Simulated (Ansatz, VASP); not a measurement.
## One calculation of Ca, two programs

```
Ca
1.0
     0.00000    2.67145    2.67145
     2.67145    0.00000    2.67145
     2.67145    2.67145    0.00000
Ca
1
Cartesian
  0.0000 0.0000 0.0000
```

Alike in both runs: task single point; functional LDA; k mesh 10 × 10 × 10; occupations fermi-dirac, width 0.01 eV; no spin polarisation.

|  | VASP | Ansatz |
| --- | --- | --- |
| version | VASP 6.6.1 | Ansatz 0.2.0 |
| potentials or method | VASP PAW LDA potentials, release 64 (Ca_sv), cutoff 520 eV | plane waves (420 eV) with PAW, scalar-relativistic |
| valence electrons in the cell | 10 | 10 |

```tsv
	VASP	Ansatz	Ansatz less VASP
pressure (GPa)	-0.1	-0.1	+0.01
```

Ansatz warns that its potentials were made for another functional, while VASP's fit it. LDA's correlation is that of Perdew and Zunger in VASP and of Perdew and Wang (1992) in Ansatz.
